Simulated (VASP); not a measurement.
# Cd5Se (R-3m) in VASP: notebook

The runs below take Cd5Se through single point, relaxation of cell and atoms, with PBE.

All numbers are computed with VASP 6.6.1; they aren't measurements. Logs are shortened: lines on timing, memory, paths and dates and some standing lists are left out, and cuts for length are marked.

### Step 1. The cell of the first run

Symmetry: R-3m, No. 166, trigonal system. The conventional cell has a = 6.562 Å, b = 6.562 Å, c = 12.357 Å, α = 90.00°, β = 90.00°, γ = 120.00°. Within 3.7 Å of Cd (site symmetry 2/m) lie 2 Se at 2.80 Å and 10 Cd at 3.22 to 3.61 Å. Within 4.0 Å of Cd (site symmetry 3m) lie 13 Cd at 3.02 to 3.94 Å and 3 Se at 3.83 Å. Within 3.9 Å of Se (site symmetry -3m) lie 12 Cd at 2.80 to 3.83 Å.

The cell was generated, and may not be a known phase.

### Step 2. Single point, PBE

Contents of INCAR:

```
SYSTEM = Cd5Se
ALGO = Normal
EDIFF = 1E-6
ENCUT = 520
GGA = PE
ISIF = 2
ISMEAR = 0
LASPH = .True.
LCHARG = .False.
LREAL = .False.
LWAVE = .False.
NBANDS = 42
NELM = 80
PREC = Accurate
SIGMA = 0.1
```

Contents of KPOINTS:

```
k-points
0
Gamma
  6 6 6
  0 0 0
```

Contents of POSCAR:

```
Cd5Se
1.0
    3.2808211955      1.8941830004      4.1189847452
   -3.2808211955      1.8941830004      4.1189847452
    0.0000000000     -3.7883660008      4.1189847452
Cd Se
5 1
Direct
    0.0000000000      0.0000000000      0.5000000000
    0.5000000000      0.0000000000      0.0000000000
    0.0000000000      0.5000000000      0.0000000000
    0.3778017412      0.3778017412      0.3778017412
    0.6221982588      0.6221982588      0.6221982588
    0.0000000000      0.0000000000      0.0000000000
```

Potentials or basis: VASP PAW PBE potentials, release 64 (Cd, Se).

On the command line:

```
cat potpaw_PBE.64/Cd/POTCAR potpaw_PBE.64/Se/POTCAR > POTCAR
mpirun -np 1 vasp_std > vasp.out
```

OUTCAR:

```text
SYSTEM = Cd5Se
   EDIFF = 1E-6
   ENCUT = 520
   GGA = PE
   ISIF = 2
   ISMEAR = 0
   LASPH = .True.
   LREAL = .False.
   NELM = 80
   PREC = Accurate

 ion  position               nearest neighbor table
   1  0.000  0.000  0.500-   6 2.80   6 2.80   4 3.22   5 3.22   3 3.28   2 3.28   3 3.28   2 3.28
                             5 3.61   4 3.61   5 3.61   4 3.61
   2  0.500  0.000  0.000-   6 2.80   6 2.80   4 3.22   5 3.22   3 3.28   3 3.28   1 3.28   1 3.28
                             4 3.61   5 3.61   4 3.61   5 3.61
   3  0.000  0.500  0.000-   6 2.80   6 2.80   4 3.22   5 3.22   2 3.28   2 3.28   1 3.28   1 3.28
                             5 3.61   4 3.61   5 3.61   4 3.61
   4  0.378  0.378  0.378-   5 3.02   3 3.22   2 3.22   1 3.22   1 3.61   1 3.61   3 3.61   2 3.61
                             2 3.61   3 3.61
   5  0.622  0.622  0.622-   4 3.02   3 3.22   2 3.22   1 3.22   1 3.61   1 3.61   2 3.61   2 3.61
                             3 3.61   3 3.61
   6  0.000  0.000  0.000-   2 2.80   3 2.80   3 2.80   2 2.80   1 2.80   1 2.80

  LATTYP: Found a trigonal (rhomboedric) cell.
 ALAT       =     5.5962266115
 COS(alpha) =     0.3126079025

  Lattice vectors:

 A1 = (   3.2808211955,   1.8941830004,   4.1189847452)
 A2 = (  -3.2808211955,   1.8941830004,   4.1189847452)
 A3 = (   0.0000000000,  -3.7883660008,   4.1189847452)

Analysis of symmetry for initial positions (statically):
=====================================================================
 Subroutine PRICEL returns:
 Original cell was already a primitive cell.

 Routine SETGRP: Setting up the symmetry group for a
 trigonal (rhombohedral) supercell.

 Subroutine GETGRP returns: Found 12 space group operations
 (whereof 12 operations were pure point group operations)
 out of a pool of 12 trial point group operations.

The static configuration has the point symmetry D_3d.

Analysis of symmetry for dynamics (positions and initial velocities):
=====================================================================
 Subroutine PRICEL returns:
 Original cell was already a primitive cell.

 Routine SETGRP: Setting up the symmetry group for a
 trigonal (rhombohedral) supercell.

 Subroutine GETGRP returns: Found 12 space group operations
 (whereof 12 operations were pure point group operations)
 out of a pool of 12 trial point group operations.

The dynamic configuration has the point symmetry D_3d.

 Subroutine INISYM returns: Found 12 space group operations
 (whereof 12 operations are pure point group operations),
 and found     1 'primitive' translations

----------------------------------------------------------------------------------------

                                     Primitive cell

  volume of cell :     153.5840

  direct lattice vectors                    reciprocal lattice vectors
     3.280821196  1.894183000  4.118984745     0.152400869  0.087988683  0.080926091
    -3.280821196  1.894183000  4.118984745    -0.152400869  0.087988683  0.080926091
     0.000000000 -3.788366001  4.118984745     0.000000000 -0.175977365  0.080926091

  length of vectors
     5.596226611  5.596226611  5.596226611     0.193693224  0.193693224  0.193693224

  position of ions in fractional coordinates (direct lattice)
     0.000000000  0.000000000  0.500000000
     0.500000000  0.000000000  0.000000000
     0.000000000  0.500000000  0.000000000
     0.377801741  0.377801741  0.377801741
     0.622198259  0.622198259  0.622198259
     0.000000000  0.000000000  0.000000000

  ion indices of the primitive-cell ions
   primitive index   ion index
                 1           1
                 2           2
                 3           3
                 4           4
                 5           5
                 6           6

----------------------------------------------------------------------------------------

 KPOINTS: k-points

Automatic generation of k-mesh.
 Grid dimensions read from file:
 generate k-points for:    6    6    6

 Generating k-lattice:

  Cartesian coordinates                     Fractional coordinates (reciprocal lattice)
     0.025400145  0.014664780  0.013487682     0.166666667  0.000000000 -0.000000000
    -0.025400145  0.014664780  0.013487682     0.000000000  0.166666667 -0.000000000
     0.000000000 -0.029329561  0.013487682    -0.000000000 -0.000000000  0.166666667

  Length of vectors
     0.032282204  0.032282204  0.032282204

  Shift w.r.t. Gamma in fractional coordinates (k-lattice)
     0.000000000  0.000000000  0.000000000

 Subroutine IBZKPT returns following result:
 ===========================================

 Found     32 irreducible k-points:

 Following reciprocal coordinates:
            Coordinates               Weight
  0.000000  0.000000  0.000000      1.000000
  0.166667  0.000000  0.000000      6.000000
  0.333333  0.000000  0.000000      6.000000
  0.500000  0.000000  0.000000      3.000000
  0.166667  0.166667  0.000000      6.000000
  0.333333  0.166667  0.000000     12.000000
[... 16 lines left out ...]
  0.500000  0.500000  0.166667      6.000000
 -0.333333  0.500000  0.166667     12.000000
 [... further k-points ...]
   k-points           NKPTS =     32   k-points in BZ     NKDIM =     32   number of bands    NBANDS=     42
   number of dos      NEDOS =    301   number of ions     NIONS =      6
   total plane-waves  NPLWV =  74088
   dimension x,y,z NGX =    42 NGY =   42 NGZ =   42
   dimension x,y,z NGXF=    84 NGYF=   84 NGZF=   84
   ions per type =               5   1
   NGX,Y,Z   is equivalent  to a cutoff of  12.48, 12.48, 12.48 a.u.
   NGXF,Y,Z  is equivalent  to a cutoff of  24.95, 24.95, 24.95 a.u.
 SYSTEM =  Cd5Se
   PREC   = accura    normal or accurate (medium, high low for compatibility)
   ISTART =      0    job   : 0-new  1-cont  2-samecut
   ICHARG =      2    charge: 1-file 2-atom 10-const
   ISPIN  =      1    spin polarized calculation?
   LNONCOLLINEAR =      F non collinear calculations
   LSORBIT =      F    spin-orbit coupling
   LASPH  =      T    aspherical Exc in radial PAW
   ENCUT  =  520.0 eV  38.22 Ry    6.18 a.u.  10.41 10.41 10.41*2*pi/ulx,y,z
   NELM   =     80;   NELMIN=  2; NELMDL= -5     # of ELM steps
   EDIFF  = 0.1E-05   stopping-criterion for ELM
   LREAL  =      F    real-space projection
   EDIFFG = 0.1E-04   stopping-criterion for IOM
   NSW    =      0    number of steps for IOM
   IBRION =     -1    ionic relax: 0-MD 1-quasi-New 2-CG
   NFREE  =      0    steps in history (QN), initial steepest desc. (CG)
   ISIF   =      2    stress and relaxation
   ISYM   =      2    0-nonsym 1-usesym 2-fastsym
   POTIM  = 0.5000    time-step for ionic-motion
   TEBEG  =    0.0;   TEEND  =   0.0 temperature during run
   PSTRESS=    0.0 pullay stress
   NELECT =      66.0000    total number of electrons
   NUPDOWN=      -1.0000    fix difference up-down
   EMIN   =  10.00;   EMAX   =-10.00  energy-range for DOS
   EFERMI =   0.00;   METHOD = LEGACY
   ISMEAR =     0;   SIGMA  =   0.10  broadening in eV -4-tet -1-fermi 0-gaus
   EFERMI_NEDOS =   21; number of points for ismear=-14 and -15
   IALGO  =     38    algorithm
   IMIX   =      4    mixing-type and parameters
     AMIX     =   0.40;   BMIX     =  1.00
     AMIX_MAG =   1.60;   BMIX_MAG =  1.00
  volume/ion in A,a.u.               =      25.60       172.74
  Fermi-wavevector in a.u.,A,eV,Ry     =   1.235400  2.334567 20.765381  1.526212
  Thomas-Fermi vector in A             =   2.370051
   LORBIT       =      0    0 simple, 1 ext, 2 COOP (PROOUT), +10 PAW based schemes
   GGA     = PE    functional components
   LHFCALC =     F    Hartree Fock is set to
   AEXX    =    0.0000 exact exchange contribution
   IVDW    =     0    specifies the selected vdW correction
   LEPSILON=     F    determine dielectric tensor
   LRPA    =     F    only Hartree local field effects (RPA)
 non-spin polarized calculation
 Gauss-broadening in eV      SIGMA  =   0.10
  energy-cutoff  :      520.00
  volume of cell :      153.58
 maximum number of plane-waves:      4160
 NGX is ok and might be reduce to    42
   NGX = 21   NGY = 21   NGZ = 21

 number of electron      66.0000018 magnetization

 Free energy of the ion-electron system (eV)
  ---------------------------------------------------
  ext. energy  EPLUGINS =         0.00000000
  ---------------------------------------------------
  free energy    TOTEN  =        -6.81964494 eV

  energy without entropy =       -6.80798327  energy(sigma->0) =       -6.81381411

 E-fermi :   2.1395     XC(G=0):  -9.9797

 val. band max:        2.0977035681   @ k =   0.5000   0.3333   0.0000
 cond. band min:       2.1660950349   @ k =   0.3333   0.1667   0.0000
 fundamental gap:      0.0683914668
 Fermi energy:         2.1395088588

 k-point     1 :       0.0000    0.0000    0.0000
  band No.  band energies     occupation
      1     -11.7171      2.00000
      2      -7.1280      2.00000
      3      -6.9216      2.00000
      4      -6.9216      2.00000
      5      -6.7840      2.00000
      6      -6.7064      2.00000
[... 34 lines left out ...]
     41       6.6679      0.00000
     42       6.6679      0.00000

 k-point     2 :       0.1667    0.0000    0.0000
  band No.  band energies     occupation
      1     -11.6830      2.00000
      2      -7.0895      2.00000
      3      -6.9034      2.00000
      4      -6.8821      2.00000
      5      -6.7880      2.00000
      6      -6.7347      2.00000
[... 34 lines left out ...]
     41       6.3553      0.00000
     42       6.9899      0.00000

 k-point     3 :       0.3333    0.0000    0.0000
  band No.  band energies     occupation
      1     -11.6118      2.00000
      2      -6.9935      2.00000
      3      -6.8652      2.00000
      4      -6.8163      2.00000
      5      -6.8063      2.00000
      6      -6.7751      2.00000
[... 897 lines left out ...]
      4      -6.8737      2.00000
      5      -6.8016      2.00000
      6      -6.7898      2.00000
[... 34 lines left out ...]
     41       7.6311      0.00000
     42       8.2705      0.00000

 k-point    24 :      -0.3333    0.5000    0.1667
  band No.  band energies     occupation
      1     -11.4339      2.00000
      2      -7.1181      2.00000
      3      -6.9353      2.00000
      4      -6.8410      2.00000
      5      -6.7816      2.00000
      6      -6.7558      2.00000
[... 34 lines left out ...]
     41       7.7063      0.00000
     42       8.0491      0.00000

 [... further k-points ...]
[... 5 lines left out ...]
  --------------------------------------------------------------------------------------
  -------------------------------------------------------------------------------------
  Total        0.1315749      0.1315749      0.3056751      0.0000000     -0.0000000      0.0000000
  in kB        1.3725803      1.3725803      3.1887810      0.0000000     -0.0000000      0.0000000
  external PRESSURE =       1.9779805 kB  Pullay stress =       0.0000000 kB

 VOLUME and BASIS-vectors are now :
 -----------------------------------------------------------------------------
  energy-cutoff  :      520.00
  volume of cell :      153.58
      direct lattice vectors                 reciprocal lattice vectors
     3.280821196  1.894183000  4.118984745     0.152400869  0.087988683  0.080926091
    -3.280821196  1.894183000  4.118984745    -0.152400869  0.087988683  0.080926091
     0.000000000 -3.788366001  4.118984745     0.000000000 -0.175977365  0.080926091

 POSITION                                       TOTAL-FORCE (eV/Angst)
 -----------------------------------------------------------------------------------
      0.00000     -1.89418      2.05949        -0.000000     -0.000000      0.000000
      1.64041      0.94709      2.05949         0.000000     -0.000000      0.000000
     -1.64041      0.94709      2.05949         0.000000     -0.000000     -0.000000
      0.00000      0.00000      4.66848         0.000000     -0.000000      0.004412
      0.00000      0.00000      7.68848         0.000000      0.000000     -0.004412
      0.00000      0.00000      0.00000         0.000000     -0.000000      0.000000
 -----------------------------------------------------------------------------------
    total drift:                               -0.000000      0.000000     -0.000000

  FREE ENERGIE OF THE ION-ELECTRON SYSTEM (eV)
  ---------------------------------------------------
  free  energy   TOTEN  =        -6.8196449435 eV

  energy  without entropy=       -6.8079832726  energy(sigma->0) =       -6.81381411
```

Wall time 83 s (1 thread of Intel Xeon 6975P-C (Granite Rapids), shared host); peak memory 0.34 GiB.

Results:

| Property | Result |
| --- | --- |
| Free energy | -6.8196 eV |
| Pressure | 0.2 GPa |
| Largest force | 0.004 eV/Å |
| Band gap on the k mesh | zero (bands 33 and 34 overlap by 1.49 eV) |

Forces in eV/Å, atoms in the order of the input:
```
Cd   0.000  0.000  0.000
Cd   0.000  0.000  0.000
Cd   0.000  0.000  0.000
Cd   0.000  0.000  0.004
Cd   0.000  0.000 -0.004
Se   0.000  0.000  0.000
```

Stress tensor (GPa, compression positive):
```
0.14 0.00 0.00
0.00 0.14 0.00
0.00 0.00 0.32
```

### Step 3. Relaxation of cell and atoms, PBE

This run uses another cell than the first one, of 25.18 Å³/atom.

Contents of INCAR:

```
SYSTEM = Cd5Se
  PREC = Accurate
  ENCUT = 600
  EDIFF = 1E-6
  ISMEAR = 0
  SIGMA = 0.1
  LREAL = .False.
  LASPH = .True.
  NELM = 80
  ALGO = Normal
  ISIF = 3
  LWAVE = .False.
  LCHARG = .False.
  GGA = PE
  IBRION = 2
  NSW = 100
  EDIFFG = -0.01
```

Contents of KPOINTS:

```
regular mesh
0
Gamma
  6 6 6
  0 0 0
```

Contents of POSCAR:

```
Cd5Se
1.0
    3.2668846409      1.8861367268      4.0859897359
   -3.2668846409      1.8861367268      4.0859897359
    0.0000000000     -3.7722734536      4.0859897359
Cd Se
5 1
Direct
    0.0000000000      0.0000000000      0.5000000000
    0.5000000000      0.0000000000      0.0000000000
    0.0000000000      0.5000000000      0.0000000000
    0.3767284775      0.3767284775      0.3767284775
    0.6232715225      0.6232715225      0.6232715225
    0.0000000000      0.0000000000      0.0000000000
```

Potentials or basis: VASP PAW PBE potentials, release 64 (Cd, Se).

On the command line:

```
cat potpaw_PBE.64/Cd/POTCAR potpaw_PBE.64/Se/POTCAR > POTCAR
mpirun -np 1 vasp_std > vasp.out
```

It took 7.5 min on 1 thread of Intel Xeon 6975P-C (Granite Rapids), shared host; peak memory 0.45 GiB.

It converged, with:

```yaml
Free_energy: -6.8171 eV
Relaxed_volume: 25.66 Å³/atom
Relaxed_cell: a = 5.609 Å, b = 5.609 Å, c = 5.609 Å, α = 71.49°, β = 71.49°, γ = 71.49°
Space_group_after_relaxing_to_0.1_Å: R-3m (No. 166)
Energy_gained_by_relaxing: 1.5 meV/atom
Ionic_steps: 8
Pressure_after_relaxing: 0.0 GPa
Largest_force_after_relaxing: 0.004 eV/Å
Band_gap_on_the_k_mesh: zero (bands 33 and 34 overlap by 1.48 eV)
```

Forces on the atoms (eV/Å):
```
Cd   0.000  0.000  0.000
Cd   0.000  0.000  0.000
Cd   0.000  0.000  0.000
Cd   0.000  0.000 -0.004
Cd   0.000  0.000  0.004
Se   0.000  0.000  0.000
```

Step by step:
| step | energy change (eV) | largest force (eV/Å) | pressure (GPa) | volume (Å³) |
| --- | --- | --- | --- | --- |
| 1 | 0.0000 | 0.0541 | 0.78 | 151.06 |
| 2 | -0.0083 | 0.0402 | 0.09 | 153.77 |
| 3 | -0.0085 | 0.0379 | 0.00 | 154.23 |
| 4 | -0.0085 | 0.0373 | -0.04 | 154.34 |
| 5 | -0.0087 | 0.0313 | -0.03 | 154.29 |
| 6 | -0.0091 | 0.0129 | -0.05 | 154.13 |
| 7 | -0.0091 | 0.0233 | -0.01 | 153.82 |
| 8 | -0.0092 | 0.0044 | -0.01 | 153.98 |

Final structure:
```yaml
crystal:
  lattice:
    - [3.27652, 1.89170, 4.14034]
    - [-3.27652, 1.89170, 4.14034]
    - [0.00000, -3.78340, 4.14034]
  atoms:
    - { symbol: Cd, position: [0.00000, 0.00000, 0.50000] }
    - { symbol: Cd, position: [0.50000, 0.00000, 0.00000] }
    - { symbol: Cd, position: [0.00000, 0.50000, 0.00000] }
    - { symbol: Cd, position: [0.37810, 0.37810, 0.37810] }
    - { symbol: Cd, position: [0.62190, 0.62190, 0.62190] }
    - { symbol: Se, position: [0.00000, 0.00000, 0.00000] }
```

Levels at points of the mesh, in eV from the Fermi level:
```
           k point  band 31  band 32  band 33  band 34  band 35  band 36
(0.00, 0.00, 0.00)    -1.13    -1.03    -1.03    -0.07     1.31     1.31
(0.50, 0.00, 0.00)    -1.84    -1.17    -0.07     0.16     1.72     1.74
(0.50, 0.50, 0.00)    -3.01    -0.86     0.59     0.83     1.53     2.84
(0.50, 0.50, 0.50)    -2.25    -1.32    -1.32     0.48     1.42     2.20
```

The gap in the log of VASP goes by the Fermi energy; the results here count the filled bands.